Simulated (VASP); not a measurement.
Here is a VASP 6.6.1 calculation.

The input INCAR:

```
  PREC = Accurate
  ENCUT = 520
  EDIFF = 1E-7
  ISMEAR = 0
  SIGMA = 0.1
  LREAL = False
  LASPH = True
  NELM = 150
  ALGO = Normal
  ISIF = 2
  LWAVE = False
  LCHARG = True
  ISPIN = 2
  MAGMOM = 3.46 2.74 2.74 0.13 0 0 0 0 0.13
  LORBIT = 11
  LMAXMIX = 4
  GGA = PE
  IVDW = 12
  LELF = True
  LVHAR = True
  NBANDS = 52
```

Contents of KPOINTS:

```
Automatic mesh
0
Gamma
  4 4 4
```

POSCAR

```
MnO2
1.0
    2.5828603165     -4.2580213335     -0.0102624880
    2.5828603165      4.2580213335     -0.0102624880
   -1.8161368425      0.0000000000      4.8697628481
Mn O
3 6
Direct
    0.0000000000      0.0000000000      0.0000000000
    0.3345324902      0.6654675098      0.0000000000
    0.6654675098      0.3345324902      0.0000000000
    0.6978116884      0.6978116884      0.2225932211
    0.5917953875      0.9204518493      0.8044929963
    0.9204518493      0.5917953875      0.8044929963
    0.0795481507      0.4082046125      0.1955070037
    0.4082046125      0.0795481507      0.1955070037
    0.3021883116      0.3021883116      0.7774067789
```

Potentials or basis: VASP PAW PBE potentials, release 64 (Mn_pv, O).

The run is started by

```bash
$ cat potpaw_PBE.64/Mn_pv/POTCAR potpaw_PBE.64/O/POTCAR > POTCAR
$ mpirun -np 1 vasp_std > vasp.out
```

Question: What does it give for the largest force?

Answer: 2.129 eV/Å.

Question: What does it give for the dispersion energy per atom?

Answer: -0.121 eV.

Stress tensor (GPa, compression positive):
```
-9.74  0.00  3.24
 0.00 -1.19  0.00
 3.24  0.00 -6.68
```

Caveat: forces of over 1 eV/Å act on the atoms, so gaps and moduli don't describe the material at rest.
